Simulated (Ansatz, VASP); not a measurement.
# One calculation of Ba2TeS, two programs

```
CELL_PARAMETERS angstrom
4.79268 0.00000 0.00000
0.00000 4.79268 0.00000
0.00000 0.00000 6.78397
ATOMIC_POSITIONS crystal
S 0.00000 0.00000 0.00000
Ba 0.00000 0.00000 0.50000
Ba 0.50000 0.50000 0.00000
Te 0.50000 0.50000 0.50000
```

Alike in both runs: task single point; functional PBE-based screened hybrid with a share of 0.3 of exact exchange and HFSCREEN = 0.5; k mesh 2 × 2 × 2; no spin polarisation.

|  | VASP | Ansatz |
| --- | --- | --- |
| version | VASP 6.6.1 | Ansatz 0.2.0 |
| potentials or method | VASP PAW PBE potentials, release 64 (S, Ba_sv, Te) | plane waves |
| plane-wave cutoff (eV) | 520 | 420 |
| occupations | gaussian, width 0.01 eV | fixed |
| valence electrons in the cell | 32 | 42 |

```csv
,VASP,Ansatz,Ansatz less VASP
gap on the k mesh at the Fermi level (eV),2.06,2.13,+0.073
pressure (GPa),1.0,0.6,-0.40
```

VASP's potentials were made for PBE, not for PBE-based screened hybrid. VASP's potentials hold 32 valence electrons a cell and Ansatz's 42, so a difference there can come from the potentials and not from the codes. Ansatz's warnings: stress exchange threshold loose, stress scf threshold loose.

The k mesh is coarse, so the values compare programs but aren't converged. Neither program's run includes spin-orbit coupling.
